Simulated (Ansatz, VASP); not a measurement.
One calculation of BN, two programs

Contents of INCAR:

```
PREC = Accurate ; ENCUT = 520
EDIFF = 1E-6 ; ISMEAR = -1
SIGMA = 0.05 ; LREAL = False
LASPH = True ; NELM = 60
ALGO = Normal ; ISIF = 2
LWAVE = False ; LCHARG = True
GGA = PE ; LELF = True
LVHAR = True ; NBANDS = 11
```

The input KPOINTS:

```
Automatic mesh
0
Gamma
  15 15 15
```

The input POSCAR:

```
BN
1.0
    0.0000000000      1.6243764983      1.6243764983
    1.6243764983      0.0000000000      1.6243764983
    1.6243764983      1.6243764983      0.0000000000
B N
1 1
Direct
    0.0000000000      0.0000000000      0.0000000000
    0.2500000000      0.2500000000      0.2500000000
```

Input for Ansatz:

```yaml
crystal:
  lattice:
    - [0.0, 1.6243764983, 1.6243764983]
    - [1.6243764983, 0.0, 1.6243764983]
    - [1.6243764983, 1.6243764983, 0.0]
  atoms:
    - { symbol: B, position: [0.0, 0.0, 0.0] }
    - { symbol: "N", position: [0.25, 0.25, 0.25] }
kpoints:
  mp_grid: { grid: [15, 15, 15] }
scf:
  occupations: { method: fermi_dirac, width: 0.05 }
hamiltonian:
  xc: pbe
  pseudopotentials: { kind: all_electron, lapw: { basis_error: 0.001 } }
output:
  forces: true
  stress: true
  eigenvalues: true
  populations: true
```

Change from the starting cell: volume scaled by 0.72, LAPW.

Alike in both runs: task single point; functional PBE; k mesh 15 × 15 × 15; occupations fermi-dirac, width 0.05 eV; no spin polarisation.

```csv
,VASP,Ansatz
version,VASP 6.6.1,Ansatz 0.2.0
potentials or method,"VASP PAW PBE potentials, release 64 (B, N), cutoff 520 eV","all-electron LAPW, scalar-relativistic"
```

|  | VASP | Ansatz | Ansatz less VASP |
| --- | --- | --- | --- |
| gap on the k mesh at the Fermi level (eV) | 4.81 | 4.84 | +0.026 |
| pressure (GPa) | 222.0 | 220.8 | -1.23 |

Both programs put the cell under a high pressure, so it lies far from rest at this level. Ansatz ran all-electron here, and VASP with PAW potentials.

Noted on VASP's run: the cell as given lies far from equilibrium.
